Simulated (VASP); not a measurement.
Write the native input for VASP 6.6.1 that does the following.

| Property | Result |
| --- | --- |
| Task | single point |
| Functional | PBE |
| Potentials or basis | VASP PAW PBE potentials, release 64 (Al, Cu) |
| Cutoff | 520 eV |
| k mesh | 10 × 10 × 14 |
| Occupations | gaussian, width 0.1 eV |
| Spin | no spin polarisation |
| Dipole correction | no |
| Further INCAR settings | ALGO = Fast; EDIFF = 1e-06; NBANDS = 16 |

The structure of Al2Cu lies in POSCAR:

```
Al2Cu
1.0
    4.1211671305      0.0000000000      0.0000000000
    0.0000000000      4.1211671305      0.0000000000
    0.0000000000      0.0000000000      2.8852975663
Al Cu
2 1
Direct
    0.5000000000      0.0000000000      0.5000000000
    0.0000000000      0.5000000000      0.5000000000
    0.0000000000      0.0000000000      0.0000000000
```

These files were run (other wordings do the same):

INCAR

```
  PREC = Accurate
  ENCUT = 520
  EDIFF = 1E-6
  ISMEAR = 0
  SIGMA = 0.1
  LREAL = F
  LASPH = T
  NELM = 60
  ALGO = Fast
  ISIF = 2
  LWAVE = F
  LCHARG = F
  GGA = PE
  NBANDS = 16
```

KPOINTS

```
regular mesh
0
Gamma
  10 10 14
```

Potentials or basis: VASP PAW PBE potentials, release 64 (Al, Cu).

Run with:

```bash
$ cat potpaw_PBE.64/Al/POTCAR potpaw_PBE.64/Cu/POTCAR > POTCAR
$ mpirun -np 1 vasp_std > vasp.out
```

It gave:

```
Pressure : 0.0 GPa
```

Wall time 4 min on 1 thread of AMD EPYC 7R43 64-Core Processor (Zen 3) (shared host), peak memory 0.22 GiB.
